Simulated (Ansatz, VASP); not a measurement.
Zn5Cd2Te: VASP beside Ansatz

The input INCAR:

```
  PREC = Accurate
  ENCUT = 600
  EDIFF = 1E-6
  ISMEAR = 0
  SIGMA = 0.2
  LREAL = F
  LASPH = T
  NELM = 80
  ALGO = Fast
  ISIF = 3
  LWAVE = F
  LCHARG = F
  GGA = PE
  IBRION = 2
  NSW = 36
  EDIFFG = -0.08
```

File KPOINTS:

```
regular mesh
0
Gamma
  6 6 1
```

POSCAR

```
Zn5Cd2Te
1.0
    2.9500000000      0.0000000000      0.0000000000
   -1.4750000000      2.5547749400      0.0000000000
    0.0000000000      0.0000000000     19.8000000000
Zn Cd Te
5 2 1
Direct
    0.6666666700      0.3333333300      0.6170000000
    0.0000000000      0.0000000000      0.5000000000
    0.3333333300      0.6666666700      0.3830000000
    0.0000000000      0.0000000000      0.2650000000
    0.0000000000      0.0000000000      0.7350000000
    0.6666666700      0.3333333300      0.8620000000
    0.3333333300      0.6666666700      0.1380000000
    0.0000000000      0.0000000000      0.0000000000
```

Input for Ansatz:

```yaml
crystal:
  lattice:
    - [2.95, 0.0, 0.0]
    - [-1.475, 2.55477494, 0.0]
    - [0.0, 0.0, 19.8]
  atoms:
    - { symbol: Zn, position: [0.66666667, 0.33333333, 0.617] }
    - { symbol: Zn, position: [0.0, 0.0, 0.5] }
    - { symbol: Zn, position: [0.33333333, 0.66666667, 0.383] }
    - { symbol: Zn, position: [0.0, 0.0, 0.265] }
    - { symbol: Zn, position: [0.0, 0.0, 0.735] }
    - { symbol: Cd, position: [0.66666667, 0.33333333, 0.862] }
    - { symbol: Cd, position: [0.33333333, 0.66666667, 0.138] }
    - { symbol: Te, position: [0.0, 0.0, 0.0] }
basis:
  ecutwfc: 420
kpoints:
  mp_grid: { grid: [6, 6, 1] }
hamiltonian:
  xc: pbe
scf:
  occupations: { method: gaussian, width: 0.2 }
  lower_state_search: "off"
output:
  forces: true
  stress: true
  eigenvalues: true
relax:
  adjacent_minimum: "off"
  f_tol: 0.08
  max_steps: 16
  cell: { stress_tol: 0.8 }
```

Alike in both runs: task relaxation of cell and atoms; functional PBE; k mesh 6 × 6 × 1; occupations gaussian, width 0.2 eV; no spin polarisation.

|  | VASP | Ansatz |
| --- | --- | --- |
| version | VASP 6.6.1 | Ansatz 0.2.0 |
| potentials or method | VASP PAW PBE potentials, release 64 (Zn, Cd, Te), cutoff 600 eV | scalar-relativistic, plane waves, PAW |
| valence electrons in the cell | 90 | 116 |

Ansatz gave:

- gap on the k mesh at the Fermi level, each at its own relaxed structure (eV): none
- relaxed volume (Å³/atom): 20.02
- relaxed length of the cell vector where the two differ most in proportion (Å): 19.247

Task: Estimate VASP's values.

Result: gap on the k mesh at the Fermi level, each at its own relaxed structure (eV): none; relaxed volume (Å³/atom): 20.09; relaxed length of the cell vector where the two differ most in proportion (Å): 19.279.

A gap of «none» marks a metal or a gap that the smearing closes. VASP's potentials hold 90 valence electrons a cell and Ansatz's 116, so a difference there can come from the potentials and not from the codes.

The k mesh is coarse, so the values compare programs but aren't converged. Neither program's run includes spin-orbit coupling.
